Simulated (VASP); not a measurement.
# Al9H in VASP: notebook

Runs on Al9H. Level: PBE. Tasks: single point.

Program: VASP 6.6.1. These are calculated values, not measurements. Logs are shortened: lines on timing, memory, paths and dates and some standing lists are left out, and cuts for length are marked.

## (1) The cell of the first run

The cell holds a slab with vacuum, 20 atoms: a = 5.709 Å, b = 9.808 Å, c = 22.790 Å, α = 90.00°, β = 90.00°, γ = 98.37°.

## (2) Single point, PBE

Input file INCAR:

```
SYSTEM = Al9H
  PREC = Accurate
  ENCUT = 520
  EDIFF = 1E-6
  ISMEAR = 0
  SIGMA = 0.1
  LREAL = Auto
  LASPH = .TRUE.
  NELM = 80
  ALGO = Normal
  ISIF = 2
  LWAVE = .FALSE.
  LCHARG = .FALSE.
  LDIPOL = .TRUE.
  IDIPOL = 3
  DIPOL = 0.5 0.5 0.294
  GGA = PE
  NBANDS = 44
```

Input file KPOINTS:

```
Automatic mesh
0
G
  5 3 1
  0 0 0
```

Input file POSCAR:

```
Al9H
1.0
    5.7086446660      0.0000000000      0.0000000000
   -1.4271611665      9.7033329366      0.0000000000
    0.0000000000      0.0000000000     22.7902708839
Al H
18 2
Direct
    0.2662242802      0.0648971207      0.1755134908
    0.7662242802      0.0648971207      0.1755134908
    0.3354843969      0.3419375876      0.2192156219
    0.8354843969      0.3419375876      0.2192156219
    0.1493364202      0.5973456810      0.2279560482
    0.6493364202      0.5973456810      0.2279560482
    0.4631884436      0.8527537744      0.2366964744
    0.9631884436      0.8527537744      0.2366964744
    0.0319869115      0.1277383811      0.2808269846
    0.5319869115      0.1277383811      0.2808269846
    0.0997952748      0.4042696946      0.3301089530
    0.5997952748      0.4042696946      0.3301089530
    0.4144272444      0.6597110304      0.3369829646
    0.9144272444      0.6597110304      0.3369829646
    0.2263180843      0.9111292163      0.3449343063
    0.7263180843      0.9111292163      0.3449343063
    0.2962616061      0.1814597108      0.3857027821
    0.7962616061      0.1814597108      0.3857027821
    0.6062804321      0.3915457330      0.4054480498
    0.6062804321      0.4578200255      0.4054480498
```

Potentials or basis: VASP PAW PBE potentials, release 64 (Al, H).

Run with:

```
> cat potpaw_PBE.64/Al/POTCAR potpaw_PBE.64/H/POTCAR > POTCAR
> mpirun -np 1 vasp_std > vasp.out
```

OUTCAR:

```text
SYSTEM = Al9H
   PREC = Accurate
   ENCUT = 520
   EDIFF = 1E-6
   ISMEAR = 0
   LREAL = Auto
   LASPH = .TRUE.
   NELM = 80
   ISIF = 2
   GGA = PE

 ion  position               nearest neighbor table
   1  0.266  0.065  0.176-   2 2.85   2 2.85   9 2.86  10 2.86   3 2.87   7 2.87   8 2.87
   2  0.766  0.065  0.176-   1 2.85   1 2.85  10 2.86   9 2.86   4 2.87   8 2.87   7 2.87
   3  0.335  0.342  0.219-   4 2.85   4 2.85   1 2.87   6 2.87   5 2.87   9 2.89  10 2.89  12 2.96
                            11 2.97
   4  0.835  0.342  0.219-   3 2.85   3 2.85   2 2.87   5 2.87   6 2.87  10 2.89   9 2.89  11 2.96
                            12 2.97
   5  0.149  0.597  0.228-   6 2.85   6 2.85   8 2.87   4 2.87   7 2.87   3 2.87  13 2.93  14 2.93
                            11 2.99
   6  0.649  0.597  0.228-   5 2.85   5 2.85   7 2.87   3 2.87   8 2.87   4 2.87  14 2.93  13 2.93
                            12 2.99
   7  0.463  0.853  0.237-  10 2.85   8 2.85   8 2.85   6 2.87   5 2.87   1 2.87   2 2.87  16 2.90
                            15 2.91  13 2.96
   8  0.963  0.853  0.237-   9 2.85   7 2.85   7 2.85   5 2.87   6 2.87   2 2.87   1 2.87  15 2.90
                            16 2.91  14 2.96
   9  0.032  0.128  0.281-  18 2.83  17 2.83   8 2.85  10 2.85  10 2.85   1 2.86   2 2.86   3 2.89
                             4 2.89  11 2.91  15 2.93  16 2.93
  10  0.532  0.128  0.281-  17 2.83  18 2.83   7 2.85   9 2.85   9 2.85   2 2.86   1 2.86   4 2.89
                             3 2.89  12 2.91  16 2.93  15 2.93
  11  0.100  0.404  0.330-  12 2.85  12 2.85  14 2.86  13 2.87  18 2.88  17 2.89   9 2.91   4 2.96
                             3 2.97   5 2.99
  12  0.600  0.404  0.330-  19 1.72  20 1.79  11 2.85  11 2.85  13 2.86  14 2.87  17 2.88  18 2.89
                            10 2.91   3 2.96   4 2.97   6 2.99
  13  0.414  0.660  0.337-  16 2.83  15 2.83  14 2.85  14 2.85  12 2.86  11 2.87   5 2.93   6 2.93
                             7 2.96
  14  0.914  0.660  0.337-  15 2.83  16 2.83  13 2.85  13 2.85  11 2.86  12 2.87   6 2.93   5 2.93
                             8 2.96
  15  0.226  0.911  0.345-  17 2.78  14 2.83  13 2.83  16 2.85  16 2.85   8 2.90   7 2.91   9 2.93
                            10 2.93
  16  0.726  0.911  0.345-  18 2.78  13 2.83  14 2.83  15 2.85  15 2.85   7 2.90   8 2.91  10 2.93
                             9 2.93
  17  0.296  0.181  0.386-  15 2.78  10 2.83   9 2.83  18 2.85  18 2.85  12 2.88  11 2.89
  18  0.796  0.181  0.386-  16 2.78   9 2.83  10 2.83  17 2.85  17 2.85  11 2.88  12 2.89
  19  0.606  0.392  0.405-  20 0.65  12 1.72
  20  0.606  0.458  0.405-  19 0.65  12 1.79

  LATTYP: Found a simple monoclinic cell.
 ALAT       =     5.7086446660
 B/A-ratio  =     3.9922384764
 C/A-ratio  =     1.7180478088
 COS(beta)  =    -0.1455139949

  Lattice vectors:

 A1 = (   5.7086446660,   0.0000000000,   0.0000000000)
 A2 = (   0.0000000000,   0.0000000000, -22.7902708839)
 A3 = (  -1.4271611665,   9.7033329366,   0.0000000000)

Analysis of symmetry for initial positions (statically):
=====================================================================
 Subroutine PRICEL returns:
 Original cell was already a primitive cell.

 Routine SETGRP: Setting up the symmetry group for a
 simple monoclinic supercell.

 Subroutine GETGRP returns: Found  1 space group operations
 (whereof  1 operations were pure point group operations)
 out of a pool of  4 trial point group operations.

The static configuration has the point symmetry C_1 .

Analysis of symmetry for dynamics (positions and initial velocities):
=====================================================================
 Subroutine PRICEL returns:
 Original cell was already a primitive cell.

 Routine SETGRP: Setting up the symmetry group for a
 simple monoclinic supercell.

 Subroutine GETGRP returns: Found  1 space group operations
 (whereof  1 operations were pure point group operations)
 out of a pool of  4 trial point group operations.

The dynamic configuration has the point symmetry C_1 .

 Subroutine INISYM returns: Found  1 space group operations
 (whereof  1 operations are pure point group operations),
 and found     1 'primitive' translations

----------------------------------------------------------------------------------------

                                     Primitive cell

  volume of cell :    1262.4187

  direct lattice vectors                    reciprocal lattice vectors
     5.708644666  0.000000000  0.000000000     0.175172928  0.025764343  0.000000000
    -1.427161166  9.703332937  0.000000000     0.000000000  0.103057373  0.000000000
     0.000000000  0.000000000 22.790270884     0.000000000  0.000000000  0.043878373

  length of vectors
     5.708644666  9.807724460 22.790270884     0.177057494  0.103057373  0.043878373

  position of ions in fractional coordinates (direct lattice)
     0.266224280  0.064897121  0.175513491
     0.766224280  0.064897121  0.175513491
     0.335484397  0.341937588  0.219215622
     0.835484397  0.341937588  0.219215622
     0.149336420  0.597345681  0.227956048
     0.649336420  0.597345681  0.227956048
[... 12 lines left out ...]
     0.606280432  0.391545733  0.405448050
     0.606280432  0.457820025  0.405448050

  ion indices of the primitive-cell ions
   primitive index   ion index
                 1           1
                 2           2
                 3           3
                 4           4
                 5           5
                 6           6
[... 12 lines left out ...]
                19          19
                20          20

----------------------------------------------------------------------------------------

 KPOINTS: Automatic mesh

Automatic generation of k-mesh.
 Grid dimensions read from file:
 generate k-points for:    5    3    1

 Generating k-lattice:

  Cartesian coordinates                     Fractional coordinates (reciprocal lattice)
     0.035034586  0.005152869  0.000000000     0.200000000  0.000000000  0.000000000
     0.000000000  0.034352458  0.000000000     0.000000000  0.333333333  0.000000000
     0.000000000  0.000000000  0.043878373     0.000000000  0.000000000  1.000000000

  Length of vectors
     0.035411499  0.034352458  0.043878373

  Shift w.r.t. Gamma in fractional coordinates (k-lattice)
     0.000000000  0.000000000  0.000000000

 Subroutine IBZKPT returns following result:
 ===========================================

 Found      8 irreducible k-points:

 Following reciprocal coordinates:
            Coordinates               Weight
  0.000000  0.000000  0.000000      1.000000
  0.200000  0.000000  0.000000      2.000000
  0.400000  0.000000  0.000000      2.000000
  0.000000  0.333333  0.000000      2.000000
  0.200000  0.333333  0.000000      2.000000
  0.400000  0.333333  0.000000      2.000000
 -0.400000  0.333333  0.000000      2.000000
 -0.200000  0.333333  0.000000      2.000000
   k-points           NKPTS =      8   k-points in BZ     NKDIM =      8   number of bands    NBANDS=     44
   number of dos      NEDOS =    301   number of ions     NIONS =     20
   total plane-waves  NPLWV = 604800
   dimension x,y,z NGX =    42 NGY =   80 NGZ =  180
   dimension x,y,z NGXF=    84 NGYF=  160 NGZF=  360
   ions per type =              18   2
   NGX,Y,Z   is equivalent  to a cutoff of  12.23, 13.56, 13.13 a.u.
   NGXF,Y,Z  is equivalent  to a cutoff of  24.46, 27.12, 26.26 a.u.
 SYSTEM =  Al9H
   PREC   = accura    normal or accurate (medium, high low for compatibility)
   ISTART =      0    job   : 0-new  1-cont  2-samecut
   ICHARG =      2    charge: 1-file 2-atom 10-const
   ISPIN  =      1    spin polarized calculation?
   LNONCOLLINEAR =      F non collinear calculations
   LSORBIT =      F    spin-orbit coupling
   LASPH  =      T    aspherical Exc in radial PAW
   ENCUT  =  520.0 eV  38.22 Ry    6.18 a.u.  10.61 18.24 42.37*2*pi/ulx,y,z
   NELM   =     80;   NELMIN=  2; NELMDL= -5     # of ELM steps
   EDIFF  = 0.1E-05   stopping-criterion for ELM
   LREAL  =      T    real-space projection
   EDIFFG = 0.1E-04   stopping-criterion for IOM
   NSW    =      0    number of steps for IOM
[... 5 lines left out ...]
   TEBEG  =    0.0;   TEEND  =   0.0 temperature during run
   PSTRESS=    0.0 pullay stress
   NELECT =      56.0000    total number of electrons
   NUPDOWN=      -1.0000    fix difference up-down
   EMIN   =  10.00;   EMAX   =-10.00  energy-range for DOS
   EFERMI =   0.00;   METHOD = LEGACY
   ISMEAR =     0;   SIGMA  =   0.10  broadening in eV -4-tet -1-fermi 0-gaus
   EFERMI_NEDOS =   21; number of points for ismear=-14 and -15
   IALGO  =     38    algorithm
   IMIX   =      4    mixing-type and parameters
     AMIX     =   0.40;   BMIX     =  1.00
     AMIX_MAG =   1.60;   BMIX_MAG =  1.00
  volume/ion in A,a.u.               =      63.12       425.96
  Fermi-wavevector in a.u.,A,eV,Ry     =   0.579522  1.095137  4.569454  0.335845
  Thomas-Fermi vector in A             =   1.623262
   LORBIT       =      0    0 simple, 1 ext, 2 COOP (PROOUT), +10 PAW based schemes
   GGA     = PE    functional components
   LHFCALC =     F    Hartree Fock is set to
   AEXX    =    0.0000 exact exchange contribution
   IVDW    =     0    specifies the selected vdW correction
   LEPSILON=     F    determine dielectric tensor
   LRPA    =     F    only Hartree local field effects (RPA)
 non-spin polarized calculation
 Gauss-broadening in eV      SIGMA  =   0.10
  energy-cutoff  :      520.00
  volume of cell :     1262.42
 maximum number of plane-waves:     34026
   NGX = 21   NGY = 37   NGZ = 85

 dipolmoment           0.000000      0.000000      0.062650 electrons x Angstroem

 number of electron      56.0000000 magnetization

 dipolmoment           0.000000      0.000000     -0.059779 electrons x Angstroem

 Free energy of the ion-electron system (eV)
  ---------------------------------------------------
  ext. energy  EPLUGINS =         0.00000000
  ---------------------------------------------------
  free energy    TOTEN  =       -66.58875839 eV

  energy without entropy =      -66.53969133  energy(sigma->0) =      -66.56422486

 E-fermi :  -1.1413     XC(G=0):  -3.3386

 val. band max:       -1.1478747550   @ k =   0.0000   0.3333   0.0000
 cond. band min:      -1.0897636342   @ k =  -0.4000   0.3333   0.0000
 fundamental gap:      0.0581111208
 Fermi energy:        -1.1412572421

 k-point     1 :       0.0000    0.0000    0.0000
  band No.  band energies     occupation
      1     -12.2938      2.00000
      2     -11.0061      2.00000
      3      -9.6693      2.00000
      4      -9.4089      2.00000
      5      -8.7407      2.00000
      6      -7.1350      2.00000
[... 32 lines left out ...]
     39       0.9184      0.00000
     40       1.1020      0.00000

 k-point     2 :       0.2000    0.0000    0.0000
  band No.  band energies     occupation
      1     -12.2585      2.00000
      2     -10.8489      2.00000
      3      -9.5512      2.00000
      4      -9.1759      2.00000
      5      -8.5972      2.00000
      6      -8.2261      2.00000
[... 247 lines left out ...]
     39       1.1718      0.00000
     40       1.2478      0.00000

 k-point     8 :      -0.2000    0.3333    0.0000
  band No.  band energies     occupation
      1     -12.2527      2.00000
      2     -10.7838      2.00000
      3     -10.0292      2.00000
      4      -8.5725      2.00000
      5      -8.4305      2.00000
      6      -8.0742      2.00000
[... 32 lines left out ...]
     39       1.0045      0.00000
     40       1.1137      0.00000
 [bands above 40 left out]

------------------------ aborting loop because EDIFF is reached ----------------------------------------

 vacuum level on the upper side and lower side of the slab       (xc-potential included)        -0.155         0.038

  FORCE on cell =-STRESS in cart. coord.  units (eV):
  Direction    XX          YY          ZZ          XY          YZ          ZX
  --------------------------------------------------------------------------------------
  -------------------------------------------------------------------------------------
  Total      -10.9682585     -7.6602461      3.7585844     -0.3139399     -0.1964473      0.0725419
  in kB      -13.9201793     -9.7218715      4.7701437     -0.3984315     -0.2493178      0.0920653
  external PRESSURE =      -6.2906357 kB  Pullay stress =       0.0000000 kB

 VOLUME and BASIS-vectors are now :
 -----------------------------------------------------------------------------
  energy-cutoff  :      520.00
  volume of cell :     1262.42
      direct lattice vectors                 reciprocal lattice vectors
     5.708644666  0.000000000  0.000000000     0.175172928  0.025764343  0.000000000
    -1.427161166  9.703332937  0.000000000     0.000000000  0.103057373  0.000000000
     0.000000000  0.000000000 22.790270884     0.000000000  0.000000000  0.043878373

 POSITION                                       TOTAL-FORCE (eV/Angst)
 -----------------------------------------------------------------------------------
      1.42716      0.62972      4.00000        -0.092727      0.152042      0.029875
      4.28148      0.62972      4.00000         0.078511      0.154472      0.005059
      1.42716      3.31793      4.99598        -0.053052     -0.003153     -0.039503
      4.28148      3.31793      4.99598         0.067436      0.007033     -0.021467
     -0.00000      5.79624      5.19518        -0.020267     -0.109636      0.030710
      2.85432      5.79624      5.19518         0.020935     -0.069883      0.063477
[... 12 lines left out ...]
      2.90224      3.79930      9.24027         0.875983     -5.703033      1.462488
      2.80766      4.44238      9.24027        -0.844000      6.241141      0.741186
 -----------------------------------------------------------------------------------
    total drift:                               -0.005324     -0.032220     -0.004194

  FREE ENERGIE OF THE ION-ELECTRON SYSTEM (eV)
  ---------------------------------------------------
  free  energy   TOTEN  =       -66.5887583912 eV

  energy  without entropy=      -66.5396913321  energy(sigma->0) =      -66.56422486

 vacuum level on the upper side and lower side of the slab         2.811         3.008
```

Run time: 28 min. Hardware: 1 thread of Intel Xeon 6975P-C (Granite Rapids), shared host; peak memory 1.2 GiB.

Results:

| Quantity | Value |
| --- | --- |
| Free energy | -66.5888 eV |
| Largest force | 6.341 eV/Å |
| Band gap on the k mesh | zero (bands 28 and 29 overlap by 0.53 eV) |

Forces in eV/Å, atoms in the order of the input:
```
Al  -0.093  0.152  0.030
Al   0.079  0.154  0.005
Al  -0.053 -0.003 -0.040
Al   0.067  0.007 -0.021
Al  -0.020 -0.110  0.031
Al   0.021 -0.070  0.063
Al  -0.004 -0.098 -0.144
Al   0.007 -0.075 -0.137
Al   0.009  0.017  0.018
Al  -0.026  0.046  0.022
Al   0.025 -0.009 -0.020
Al  -0.029 -0.062 -1.553
Al  -0.093  0.000 -0.107
Al   0.069 -0.008 -0.123
Al   0.012  0.061 -0.007
Al  -0.002  0.072 -0.001
Al  -0.127 -0.309 -0.105
Al   0.127 -0.303 -0.115
H    0.876 -5.703  1.462
H   -0.844  6.241  0.741
```

Levels at points of the mesh, in eV from the Fermi level:
```csv
k point,band 26,band 27,band 28,band 29,band 30,band 31
"(0.00, 0.00, 0.00)",-1.04,-0.96,-0.64,-0.40,-0.27,0.12
```

[end of part 1 of 2]

The gap in the log of VASP goes by the Fermi energy; the results here count the filled bands.